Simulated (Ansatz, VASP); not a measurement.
## GaH6: VASP beside Ansatz

INCAR

```
ALGO     = Normal         # electronic algorithm
EDIFF    = 1E-6           # SCF threshold, eV
EDIFFG   = -0.04          # ionic threshold
ENCUT    = 600            # plane-wave cutoff, eV
GGA      = PE             # functional
IBRION   = 2              # ionic algorithm
ISIF     = 3              # what is computed and relaxed
ISMEAR   = 0              # smearing method
LASPH    = T              # aspherical terms in the spheres
LCHARG   = F              # write CHGCAR
LREAL    = F              # projectors in reciprocal space
LWAVE    = F              # write WAVECAR
NELM     = 60             # most SCF steps
NSW      = 90             # ionic steps
PREC     = Accurate       # precision mode
SIGMA    = 0.1            # smearing width, eV
```

KPOINTS

```
k-points
0
Gamma
  4 4 4
```

File POSCAR:

```
GaH6
1.0
    3.9250345000      0.0000000000      0.0000000000
    0.0000000000      3.9250345000      0.0000000000
    0.0000000000      0.0000000000      3.9250345000
Ga H
1 6
Direct
    0.0000000000      0.0000000000      0.0000000000
    0.1975000100      0.5000000000      0.5000000000
    0.5000000000      0.1975000100      0.5000000000
    0.8024999900      0.5000000000      0.5000000000
    0.5000000000      0.8024999900      0.5000000000
    0.5000000000      0.5000000000      0.1975000100
    0.5000000000      0.5000000000      0.8024999900
```

Input for Ansatz:

```yaml
crystal:
  lattice:
    - [3.9250345, 0.0, 0.0]
    - [0.0, 3.9250345, 0.0]
    - [0.0, 0.0, 3.9250345]
  atoms:
    - { symbol: Ga, position: [0.0, 0.0, 0.0] }
    - { symbol: H, position: [0.19750001, 0.5, 0.5] }
    - { symbol: H, position: [0.5, 0.19750001, 0.5] }
    - { symbol: H, position: [0.80249999, 0.5, 0.5] }
    - { symbol: H, position: [0.5, 0.80249999, 0.5] }
    - { symbol: H, position: [0.5, 0.5, 0.19750001] }
    - { symbol: H, position: [0.5, 0.5, 0.80249999] }
basis:
  ecutwfc: 420
kpoints:
  mp_grid: { grid: [4, 4, 4] }
hamiltonian:
  xc: pbe
scf:
  occupations: { method: gaussian, width: 0.1 }
  lower_state_search: "off"
output:
  forces: true
  stress: true
  eigenvalues: true
relax:
  adjacent_minimum: "off"
  f_tol: 0.04
  max_steps: 70
  cell: { stress_tol: 0.4 }
```

Change from the starting cell: species swapped into the LaB6 type (Pm-3m, No. 221).

Alike in both runs: task relaxation of cell and atoms; functional PBE; k mesh 4 × 4 × 4; occupations gaussian, width 0.1 eV; no spin polarisation.

|  | VASP | Ansatz |
| --- | --- | --- |
| version | VASP 6.6.1 | Ansatz 0.2.0 |
| potentials or method | VASP PAW PBE potentials, release 64 (Ga_d, H), cutoff 600 eV | scalar-relativistic, plane waves, PAW |
| valence electrons in the cell | 19 | 19 |

Ansatz gave:

- gap on the k mesh at the Fermi level, each at its own relaxed structure (eV): none
- relaxed volume (Å³/atom): 15.45
- relaxed cell length with the largest relative difference (Å): 4.764

Estimate VASP's values.

gap on the k mesh at the Fermi level, each at its own relaxed structure (eV): none; relaxed volume (Å³/atom): 13.36; relaxed cell length with the largest relative difference (Å): 4.539.

A gap of «none» marks a metal or a gap that the smearing closes. One of these differences is far larger than is usual between the two programs; its cause wasn't traced.

The k mesh is coarse, so the values compare programs but aren't converged. Noted on VASP's run: the volume moved by over 15 % at a fixed basis, so the end points are rough; too few bands were computed for a metal, which touches its energy and stress.
